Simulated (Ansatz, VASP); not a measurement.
**Ir: VASP beside Ansatz**

```
Ir
1.0
     2.71873    0.00000    0.00000
    -1.35936    2.35449    0.00000
     0.00000    0.00000    8.89347
Ir
4
Direct
  0.00000 0.00000 0.00000
  0.00000 0.00000 0.50000
  0.33333 0.66667 0.25000
  0.66667 0.33333 0.75000
```

Alike in both runs: functional r2SCAN; k mesh 13 × 13 × 4; occupations fermi-dirac, width 0.05 eV; collinear spin.

Ansatz relaxed the structure, and its values are those at the end. VASP's run is a single point on that final structure, the one shown.

|  | VASP | Ansatz |
| --- | --- | --- |
| version | VASP 6.6.1 | Ansatz 0.2.0 |
| potentials or method | VASP PAW PBE potentials, release 64 (Ir), cutoff 520 eV | plane waves (500 eV) with PAW, scalar-relativistic |
| valence electrons in the cell | 36 | 68 |

Ansatz gave:

| Item | Value |
| --- | --- |
| pressure (GPa) | 0.0 |
| net moment per atom (μB) | 0.00 |

**Question.** Estimate VASP's values.

**Answer.** Pressure (GPa): 2.5; net moment per atom (μB): 0.00.

VASP's potentials were made for PBE, not for r2SCAN. VASP's potentials hold 36 valence electrons a cell and Ansatz's 68, so a difference there can come from the potentials and not from the codes. Ansatz's warnings: seeded moment not kept.

Neither program's run includes spin-orbit coupling.
